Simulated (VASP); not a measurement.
# Sb (P2_1/m) in VASP: further runs, part 2 of 2

VASP 6.6.1. The steps go on from the part before.

### Step 5. Single point, HSE06

This run uses another cell than the first one, of 31.10 Å³/atom.

File POSCAR:

```
Sb
1.0
    3.1634909488      0.0000000000      0.0000000000
    0.0000000000      4.4047287450      0.0000000000
   -0.0394270982      0.0000000000      4.4638303856
Sb
2
Direct
    0.0113890000      0.2500000000      0.2411660000
    0.9886110000      0.7500000000      0.7588340000
```

File INCAR.step1:

```
SYSTEM = Sb
PREC     = Accurate       ! precision mode
ENCUT    = 520            ! plane-wave cutoff, eV
EDIFF    = 1E-5           ! SCF threshold, eV
ISMEAR   = -1             ! smearing method
SIGMA    = 0.05           ! smearing width, eV
LREAL    = .False.        ! projectors in reciprocal space
LASPH    = .True.         ! aspherical terms in the spheres
NELM     = 60             ! most SCF steps
ALGO     = Normal         ! electronic algorithm
ISIF     = 2              ! what is computed and relaxed
LWAVE    = .True.         ! write WAVECAR
LCHARG   = .False.        ! write CHGCAR
GGA      = PE             ! functional
NBANDS   = 12             ! bands
```

File INCAR.step2:

```
SYSTEM = Sb
PREC     = Accurate       ! precision mode
ENCUT    = 520            ! plane-wave cutoff, eV
EDIFF    = 1E-7           ! SCF threshold, eV
ISMEAR   = -1             ! smearing method
SIGMA    = 0.05           ! smearing width, eV
LREAL    = .False.        ! projectors in reciprocal space
LASPH    = .True.         ! aspherical terms in the spheres
NELM     = 60             ! most SCF steps
ALGO     = Normal         ! electronic algorithm
ISIF     = 2              ! what is computed and relaxed
LWAVE    = .False.        ! write WAVECAR
LCHARG   = .False.        ! write CHGCAR
GGA      = PE             ! functional
LHFCALC  = .True.         ! exact exchange
HFSCREEN = 0.2079         ! screening, 1/A
PRECFOCK = Normal       
ISTART   = 1            
NBANDS   = 12             ! bands
```

File KPOINTS:

```
regular mesh
0
Gamma
  6 4 4
  0 0 0
```

Potentials or basis: VASP PAW PBE potentials, release 64 (Sb).

Launch:

```
$ cat potpaw_PBE.64/Sb/POTCAR > POTCAR
$ cp INCAR.step1 INCAR
$ mpirun -np 1 vasp_std > vasp.out
$ cp INCAR.step2 INCAR
$ mpirun -np 1 vasp_std > vasp.out
```

OUTCAR:

```text
SYSTEM = Sb
   PREC = Accurate
   ENCUT = 520
   EDIFF = 1E-7
   ISMEAR = -1
   LREAL = .False.
   LASPH = .True.
   NELM = 60
   ISIF = 2
   GGA = PE
   LHFCALC = .True.
   HFSCREEN = 0.2079
   PRECFOCK = Normal
   ISTART = 1

 ion  position               nearest neighbor table
   1  0.011  0.250  0.241-   2 3.08   2 3.08   2 3.19   2 3.19
   2  0.989  0.750  0.759-   1 3.08   1 3.08   1 3.19   1 3.19

  LATTYP: Found a simple monoclinic cell.
 ALAT       =     3.1634909488
[... 562 lines left out ...]
------------------------ aborting loop because EDIFF is reached ----------------------------------------

  FORCE on cell =-STRESS in cart. coord.  units (eV):
  Direction    XX          YY          ZZ          XY          YZ          ZX
  --------------------------------------------------------------------------------------
  -------------------------------------------------------------------------------------
  Total       -3.4167467     -0.7802160     -0.8250348      0.0000000      0.0000000      0.0233091
  in kB      -88.0095732    -20.0970359    -21.2514918      0.0000000      0.0000000      0.6004036
  external PRESSURE =     -43.1193670 kB  Pullay stress =       0.0000000 kB

 VOLUME and BASIS-vectors are now :
 -----------------------------------------------------------------------------
  energy-cutoff  :      520.00
  volume of cell :       62.20
      direct lattice vectors                 reciprocal lattice vectors
     3.163490949  0.000000000  0.000000000     0.316106484  0.000000000  0.002792033
     0.000000000  4.404728745  0.000000000     0.000000000  0.227028736  0.000000000
    -0.039427098  0.000000000  4.463830386     0.000000000  0.000000000  0.224022849

 POSITION                                       TOTAL-FORCE (eV/Angst)
 -----------------------------------------------------------------------------------
      0.02652      1.10118      1.07652        -0.046805      0.000000     -0.109267
      3.09754      3.30355      3.38731         0.046805      0.000000      0.109267
 -----------------------------------------------------------------------------------
    total drift:                               -0.000000      0.000000      0.000000

  FREE ENERGIE OF THE ION-ELECTRON SYSTEM (eV)
  ---------------------------------------------------
  free  energy   TOTEN  =        -9.9615792322 eV

  energy  without entropy=       -9.9589189220  energy(sigma->0) =       -9.96024908
```

OSZICAR.step1:

```text
N       E                     dE             d eps       ncg     rms          rms(c)
DAV:   1     0.300759861112E+02    0.30076E+02   -0.34617E+03  1008   0.646E+02
DAV:   2    -0.637569763448E+01   -0.36452E+02   -0.34843E+02  1340   0.101E+02
DAV:   3    -0.817974903966E+01   -0.18041E+01   -0.17530E+01  1228   0.243E+01
DAV:   4    -0.819736091159E+01   -0.17612E-01   -0.17594E-01  1140   0.278E+00
DAV:   5    -0.819756195929E+01   -0.20105E-03   -0.20104E-03  1212   0.338E-01    0.256E+00
DAV:   6    -0.820284040447E+01   -0.52784E-02   -0.16168E-03  1124   0.268E-01    0.151E+00
DAV:   7    -0.820641793843E+01   -0.35775E-02   -0.35178E-03  1088   0.393E-01    0.870E-02
DAV:   8    -0.820654942632E+01   -0.13149E-03   -0.14027E-04  1180   0.790E-02    0.118E-02
DAV:   9    -0.820655616314E+01   -0.67368E-05   -0.65247E-06   920   0.157E-02
   1 F= -.82065562E+01 E0= -.82038488E+01  d E =-.541479E-02
```

Wall time 26 min (1 thread of Intel Xeon 6975P-C (Granite Rapids), shared host); peak memory 0.3 GiB.

What came out:

```
Free energy            : -9.9616 eV
Pressure               : -4.3 GPa
Largest force          : 0.119 eV/Å
Band gap on the k mesh : zero (bands 5 and 6 overlap by 9.41 eV)
```

Forces in eV/Å, atoms in the order of the input:
```
Sb  -0.047  0.000 -0.109
Sb   0.047  0.000  0.109
```

Levels at points of the mesh, in eV from the Fermi level:
```tsv
k point	band 3	band 4	band 5	band 6	band 7	band 8
(0.00, 0.00, 0.00)	-3.89	-3.75	2.59	3.58	3.73	3.88
(0.50, 0.00, 0.00)	-5.07	-1.94	-1.80	-1.73	5.05	5.35
(0.00, 0.50, 0.00)	-1.53	-1.53	-0.83	-0.83	5.27	5.27
(0.50, 0.50, 0.00)	-4.23	-4.23	0.53	0.53	1.67	1.67
(0.00, 0.00, 0.50)	-1.65	-1.01	-0.85	-0.75	5.06	5.44
(0.50, 0.00, 0.50)	-4.42	-4.09	0.35	1.08	1.70	1.75
(0.00, 0.50, 0.50)	-6.03	-6.03	5.61	5.61	5.86	5.86
(0.50, 0.50, 0.50)	-3.90	-3.90	-3.80	-3.80	2.65	2.65
```

Caveat: the stress differs along the axes, from -9 to -2 GPa; the PAW data sets were made with another functional, which shifts forces and pressure a little; spin-orbit coupling is left out, which moves the levels of the heavy elements.

### Step 6. The runs side by side

```tsv
level	spin	cell	k mesh	grid for exact exchange (PRECFOCK)	share of exact exchange	screening parameter	gap on the mesh (eV)	pressure (GPa)	largest force (eV/Å)
PBEsol	off	a = 3.122, b = 4.348, c = 4.406 Å, angles 90.0, 90.5, 90.0°, 2 atoms	7 × 4 × 4	-	-	-	none	-2.2	0.11
PBEsol	non-collinear, zero start, SOC	a = 3.122, b = 4.348, c = 4.406 Å, angles 90.0, 90.5, 90.0°, 2 atoms	7 × 4 × 4	-	-	-	-	-2.0	0.11
HSE06	off	a = 3.143, b = 4.376, c = 4.435 Å, angles 90.0, 90.5, 90.0°, 2 atoms	6 × 4 × 4	Normal	0.25	0.2079 1/Å	none	-3.4	0.09
HSE06	off	a = 3.163, b = 4.405, c = 4.464 Å, angles 90.0, 90.5, 90.0°, 2 atoms	6 × 4 × 4	Normal	0.25	0.2079 1/Å	none	-4.3	0.12
```

Alike in all rows: task single point; potentials or basis VASP PAW PBE potentials, release 64 (Sb); cutoff (eV) 520; smearing fermi-dirac 0.05 eV.

Caveats: some runs use coarse meshes; the PAW data sets were made with another functional, which shifts forces and pressure a little; spin-orbit coupling is left out, which moves the levels of the heavy elements (at least some runs); the stress differs along the axes, from -8 to -1 GPa (at least some runs); the stress differs along the axes, from -9 to -2 GPa (at least some runs).

Absolute energies hang on the potentials; compare differences alone.
